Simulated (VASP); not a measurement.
# LiH (Fm-3m) in VASP: settings compared

Aim: see how the results for LiH move with the level of theory and the settings. Levels: PBE+D4, LDA. Tasks: single point.

Everything below comes from runs of VASP 6.6.1. Logs are shortened: lines on timing, memory, paths and dates and some standing lists are left out, and cuts for length are marked.

## 1. The cell of the first run

It takes space group Fm-3m (No. 225, cubic). Conventional cell: a = 4.017 Å, b = 4.017 Å, c = 4.017 Å, α = 90.00°, β = 90.00°, γ = 90.00°. Within 2.7 Å of Li (site symmetry m-3m) lie 6 H at 2.01 Å. H (site symmetry m-3m) has 6 Li at 2.01 Å within 2.7 Å.

## 2. Single point, PBE+D4

The input, INCAR:

```
SYSTEM = LiH
PREC = Accurate
ENCUT = 520
EDIFF = 1E-6
ISMEAR = 0
SIGMA = 0.1
LREAL = .False.
LASPH = .True.
NELM = 80
ALGO = Normal
ISIF = 2
LWAVE = .False.
LCHARG = .True.
GGA = PE
IVDW = 13
LELF = .True.
LVHAR = .True.
NBANDS = 9
```

The input, KPOINTS:

```
Automatic mesh
0
Gamma
  10 10 10
  0 0 0
```

The input, POSCAR:

```
LiH
1.0
    0.0000000000      2.0086193919      2.0086193919
    2.0086193919      0.0000000000      2.0086193919
    2.0086193919      2.0086193919      0.0000000000
Li H
1 1
Direct
    0.0000000000      0.0000000000      0.0000000000
    0.5000000000      0.5000000000      0.5000000000
```

Potentials or basis: VASP PAW PBE potentials, release 64 (Li_sv, H).

Started as:

```
> cat potpaw_PBE.64/Li_sv/POTCAR potpaw_PBE.64/H/POTCAR > POTCAR
> mpirun -np 1 vasp_std > vasp.out
```

OUTCAR:

```text
SYSTEM = LiH
   PREC = Accurate
   ENCUT = 520
   EDIFF = 1E-6
   ISMEAR = 0
   LREAL = .False.
   LASPH = .True.
   NELM = 80
   ISIF = 2
   GGA = PE
   IVDW = 13

 ion  position               nearest neighbor table
   1  0.000  0.000  0.000-
   2  0.500  0.500  0.500-

  LATTYP: Found a face centered cubic cell.
 ALAT       =     4.0172387838

  Lattice vectors:

 A1 = (   0.0000000000,   2.0086193919,   2.0086193919)
 A2 = (   2.0086193919,   0.0000000000,   2.0086193919)
 A3 = (   2.0086193919,   2.0086193919,   0.0000000000)

Analysis of symmetry for initial positions (statically):
=====================================================================
 Subroutine PRICEL returns:
 Original cell was already a primitive cell.

 Routine SETGRP: Setting up the symmetry group for a
 face centered cubic supercell.

 Subroutine GETGRP returns: Found 48 space group operations
 (whereof 48 operations were pure point group operations)
 out of a pool of 48 trial point group operations.

The static configuration has the point symmetry O_h .

Analysis of symmetry for dynamics (positions and initial velocities):
=====================================================================
 Subroutine PRICEL returns:
 Original cell was already a primitive cell.

 Routine SETGRP: Setting up the symmetry group for a
 face centered cubic supercell.

 Subroutine GETGRP returns: Found 48 space group operations
 (whereof 48 operations were pure point group operations)
 out of a pool of 48 trial point group operations.

The dynamic configuration has the point symmetry O_h .

 Subroutine INISYM returns: Found 48 space group operations
 (whereof 48 operations are pure point group operations),
 and found     1 'primitive' translations

----------------------------------------------------------------------------------------

                                     Primitive cell

  volume of cell :      16.2078

  direct lattice vectors                    reciprocal lattice vectors
     0.000000000  2.008619392  2.008619392    -0.248927199  0.248927199  0.248927199
     2.008619392  0.000000000  2.008619392     0.248927199 -0.248927199  0.248927199
     2.008619392  2.008619392  0.000000000     0.248927199  0.248927199 -0.248927199

  length of vectors
     2.840616786  2.840616786  2.840616786     0.431154557  0.431154557  0.431154557

  position of ions in fractional coordinates (direct lattice)
     0.000000000  0.000000000  0.000000000
     0.500000000  0.500000000  0.500000000

  ion indices of the primitive-cell ions
   primitive index   ion index
                 1           1
                 2           2

----------------------------------------------------------------------------------------

 KPOINTS: Automatic mesh

Automatic generation of k-mesh.
 Grid dimensions read from file:
 generate k-points for:   10   10   10

 Generating k-lattice:

  Cartesian coordinates                     Fractional coordinates (reciprocal lattice)
    -0.024892720  0.024892720  0.024892720     0.100000000  0.000000000  0.000000000
     0.024892720 -0.024892720  0.024892720     0.000000000  0.100000000  0.000000000
     0.024892720  0.024892720 -0.024892720     0.000000000  0.000000000  0.100000000

  Length of vectors
     0.043115456  0.043115456  0.043115456

  Shift w.r.t. Gamma in fractional coordinates (k-lattice)
     0.000000000  0.000000000  0.000000000

 Subroutine IBZKPT returns following result:
 ===========================================

 Found     47 irreducible k-points:

 Following reciprocal coordinates:
            Coordinates               Weight
  0.000000  0.000000  0.000000      1.000000
  0.100000  0.000000  0.000000      8.000000
  0.200000  0.000000  0.000000      8.000000
  0.300000  0.000000  0.000000      8.000000
  0.400000  0.000000  0.000000      8.000000
  0.500000  0.000000  0.000000      4.000000
[... 16 lines left out ...]
  0.300000  0.300000  0.000000      6.000000
  0.400000  0.300000  0.000000     24.000000
 [... further k-points ...]
   k-points           NKPTS =     47   k-points in BZ     NKDIM =     47   number of bands    NBANDS=      9
   number of dos      NEDOS =    301   number of ions     NIONS =      2
   total plane-waves  NPLWV =  13824
   dimension x,y,z NGX =    24 NGY =   24 NGZ =   24
   dimension x,y,z NGXF=    48 NGYF=   48 NGZF=   48
   ions per type =               1   1
   NGX,Y,Z   is equivalent  to a cutoff of  14.05, 14.05, 14.05 a.u.
   NGXF,Y,Z  is equivalent  to a cutoff of  28.09, 28.09, 28.09 a.u.
 SYSTEM =  LiH
   PREC   = accura    normal or accurate (medium, high low for compatibility)
   ISTART =      0    job   : 0-new  1-cont  2-samecut
   ICHARG =      2    charge: 1-file 2-atom 10-const
   ISPIN  =      1    spin polarized calculation?
   LNONCOLLINEAR =      F non collinear calculations
   LSORBIT =      F    spin-orbit coupling
   LASPH  =      T    aspherical Exc in radial PAW
   ENCUT  =  520.0 eV  38.22 Ry    6.18 a.u.   5.28  5.28  5.28*2*pi/ulx,y,z
   NELM   =     80;   NELMIN=  2; NELMDL= -5     # of ELM steps
   EDIFF  = 0.1E-05   stopping-criterion for ELM
   LREAL  =      F    real-space projection
   EDIFFG = 0.1E-04   stopping-criterion for IOM
   NSW    =      0    number of steps for IOM
   IBRION =     -1    ionic relax: 0-MD 1-quasi-New 2-CG
   NFREE  =      0    steps in history (QN), initial steepest desc. (CG)
   ISIF   =      2    stress and relaxation
   ISYM   =      2    0-nonsym 1-usesym 2-fastsym
   POTIM  = 0.5000    time-step for ionic-motion
   TEBEG  =    0.0;   TEEND  =   0.0 temperature during run
   PSTRESS=    0.0 pullay stress
   NELECT =       4.0000    total number of electrons
   NUPDOWN=      -1.0000    fix difference up-down
   EMIN   =  10.00;   EMAX   =-10.00  energy-range for DOS
   EFERMI =   0.00;   METHOD = LEGACY
   ISMEAR =     0;   SIGMA  =   0.10  broadening in eV -4-tet -1-fermi 0-gaus
   EFERMI_NEDOS =   21; number of points for ismear=-14 and -15
   IALGO  =     38    algorithm
   IMIX   =      4    mixing-type and parameters
     AMIX     =   0.40;   BMIX     =  1.00
     AMIX_MAG =   1.60;   BMIX_MAG =  1.00
  volume/ion in A,a.u.               =       8.10        54.69
  Fermi-wavevector in a.u.,A,eV,Ry     =   1.026882  1.940525 14.347160  1.054486
  Thomas-Fermi vector in A             =   2.160798
   LORBIT       =      0    0 simple, 1 ext, 2 COOP (PROOUT), +10 PAW based schemes
   GGA     = PE    functional components
   LHFCALC =     F    Hartree Fock is set to
   AEXX    =    0.0000 exact exchange contribution
   IVDW    =    13    specifies the selected vdW correction
   LEPSILON=     F    determine dielectric tensor
   LRPA    =     F    only Hartree local field effects (RPA)
 non-spin polarized calculation
 Gauss-broadening in eV      SIGMA  =   0.10
  energy-cutoff  :      520.00
  volume of cell :       16.21
 maximum number of plane-waves:       448
 NGX is ok and might be reduce to    24
   NGX = 11   NGY = 11   NGZ = 11

 number of electron       3.9999995 magnetization

 Free energy of the ion-electron system (eV)
  ---------------------------------------------------
  ext. energy  EPLUGINS =         0.00000000
  ---------------------------------------------------
  free energy    TOTEN  =        -6.12698294 eV

  energy without entropy =       -6.12698294  energy(sigma->0) =       -6.12698294

 E-fermi :   0.4768     XC(G=0):  -8.4907

 val. band max:        0.0609757645   @ k =   0.5000   0.5000   0.0000
 cond. band min:       3.0448860000   @ k =   0.5000   0.5000   0.0000
 fundamental gap:      2.9839102355
 Fermi energy:         0.4767953917

 k-point     1 :       0.0000    0.0000    0.0000
  band No.  band energies     occupation
      1     -44.2359      2.00000
      2      -5.3474      2.00000
      3      16.0737      0.00000
      4      17.8857      0.00000
      5      17.8857      0.00000
      6      17.8857      0.00000
      7      22.5891      0.00000
      8      22.5891      0.00000
      9      22.5891      0.00000

 k-point     2 :       0.1000    0.0000    0.0000
  band No.  band energies     occupation
      1     -44.2317      2.00000
      2      -5.1710      2.00000
      3      14.6147      0.00000
      4      16.8867      0.00000
      5      17.4995      0.00000
      6      17.4995      0.00000
      7      22.0208      0.00000
      8      23.4244      0.00000
      9      23.4244      0.00000

 k-point     3 :       0.2000    0.0000    0.0000
  band No.  band energies     occupation
      1     -44.2205      2.00000
      2      -4.6556      2.00000
      3      11.3837      0.00000
      4      15.6187      0.00000
      5      16.8761      0.00000
      6      16.8761      0.00000
      7      22.8573      0.00000
      8      23.2140      0.00000
      9      23.2140      0.00000

 k-point     4 :       0.3000    0.0000    0.0000
  band No.  band energies     occupation
      1     -44.2064      2.00000
      2      -3.8609      2.00000
      3       8.2527      0.00000
      4      14.5795      0.00000
      5      16.4983      0.00000
      6      16.4983      0.00000
      7      21.1544      0.00000
      8      21.1544      0.00000
      9      24.4004      0.00000
[... 205 lines left out ...]
 k-point    22 :      -0.2000    0.2000    0.0000
  band No.  band energies     occupation
      1     -44.2017      2.00000
      2      -3.5252      2.00000
      3       9.5652      0.00000
      4       9.6889      0.00000
      5      16.0239      0.00000
      6      17.0272      0.00000
      7      21.7865      0.00000
      8      23.8947      0.00000
      9      25.5670      0.00000

 k-point    23 :       0.3000    0.3000    0.0000
  band No.  band energies     occupation
      1     -44.1972      2.00000
      2      -3.1285      2.00000
      3       8.6066      0.00000
      4      12.2642      0.00000
      5      12.2642      0.00000
      6      15.4841      0.00000
      7      17.4293      0.00000
      8      28.4746      0.00000
      9      30.9566      0.00000

 k-point    24 :       0.4000    0.3000    0.0000
  band No.  band energies     occupation
      1     -44.1884      2.00000
      2      -2.2404      2.00000
      3       6.7307      0.00000
      4      10.5055      0.00000
      5      11.8254      0.00000
      6      16.2358      0.00000
      7      17.5437      0.00000
      8      29.5116      0.00000
      9      29.9822      0.00000

 [... further k-points ...]

------------------------ aborting loop because EDIFF is reached ----------------------------------------

  DFT-D4 for vdW energy calculation

  Edisp (eV):   -0.14207

  FORCE on cell =-STRESS in cart. coord.  units (eV):
  Direction    XX          YY          ZZ          XY          YZ          ZX
  --------------------------------------------------------------------------------------
  -------------------------------------------------------------------------------------
  Total      -0.17365    -0.17365    -0.17365    -0.00000     0.00000    -0.00000
  in kB     -17.16615   -17.16615   -17.16615    -0.00000     0.00000    -0.00000
  external pressure =      -17.17 kB  Pullay stress =        0.00 kB

 VOLUME and BASIS-vectors are now :
 -----------------------------------------------------------------------------
  energy-cutoff  :      520.00
  volume of cell :       16.21
      direct lattice vectors                 reciprocal lattice vectors
     0.000000000  2.008619392  2.008619392    -0.248927199  0.248927199  0.248927199
     2.008619392  0.000000000  2.008619392     0.248927199 -0.248927199  0.248927199
     2.008619392  2.008619392  0.000000000     0.248927199  0.248927199 -0.248927199

 POSITION                                       TOTAL-FORCE (eV/Angst)
 -----------------------------------------------------------------------------------
      0.00000      0.00000      0.00000         0.000000     -0.000000     -0.000000
      2.00862      2.00862      2.00862        -0.000000      0.000000      0.000000
 -----------------------------------------------------------------------------------
    total drift:                                0.000000     -0.000000     -0.000000

  FREE ENERGIE OF THE ION-ELECTRON SYSTEM (eV)
  ---------------------------------------------------
  free  energy   TOTEN  =        -6.2690485274 eV

  energy  without entropy=       -6.2690485273  energy(sigma->0) =       -6.26904853
```

It took 10 s on 1 thread of AMD EPYC 7R43 (Zen 3), shared host; peak memory 0.09 GiB.

Results:

```
Free energy                : -6.2690 eV
Band gap on the k mesh     : 2.98 eV, direct
Dispersion energy per atom : -0.071 eV
```

Caveat: the cutoff is under 1.25 times the usual one of these potentials, so pressure, stress and relaxed cells hold a basis-set (Pulay) error.

## 3. Single point, LDA

The input, INCAR:

```
SYSTEM = LiH
ALGO = Normal
EDIFF = 1E-6
ENCUT = 520
ISIF = 2
ISMEAR = 1
LASPH = .TRUE.
LCHARG = .FALSE.
LREAL = .FALSE.
LWAVE = .FALSE.
NBANDS = 9
NELM = 80
PREC = Accurate
SIGMA = 0.35
```

The input, KPOINTS:

```
k-points
0
G
  10 10 10
  0 0 0
```

POSCAR is that of step 2.

Potentials or basis: VASP PAW LDA potentials, release 64 (Li_sv, H).

Started as:

```
> cat potpaw_LDA.64/Li_sv/POTCAR potpaw_LDA.64/H/POTCAR > POTCAR
> mpirun -np 1 vasp_std > vasp.out
```

Wall time 6.5 s (1 thread of AMD EPYC 7R43 (Zen 3), shared host); peak memory 0.08 GiB.

Results (log left out):

```
Free energy            : -6.4838 eV
Band gap on the k mesh : 2.61 eV, direct
```

Levels at points of the mesh, in eV from the valence-band top:
```
           k point  band 1  band 2  band 3  band 4  band 5
(0.00, 0.00, 0.00)  -43.47   -5.53   16.05   17.34   17.34
(0.50, 0.00, 0.00)  -43.42   -2.74    4.62   13.46   15.92
(0.50, 0.50, 0.00)  -43.41    0.00    2.61   10.36   10.36
```

Caveat: the cutoff is under 1.25 times the usual one of these potentials, so pressure, stress and relaxed cells hold a basis-set (Pulay) error. Expect the measured gap to be larger: semilocal functionals such as LDA lack the derivative discontinuity.
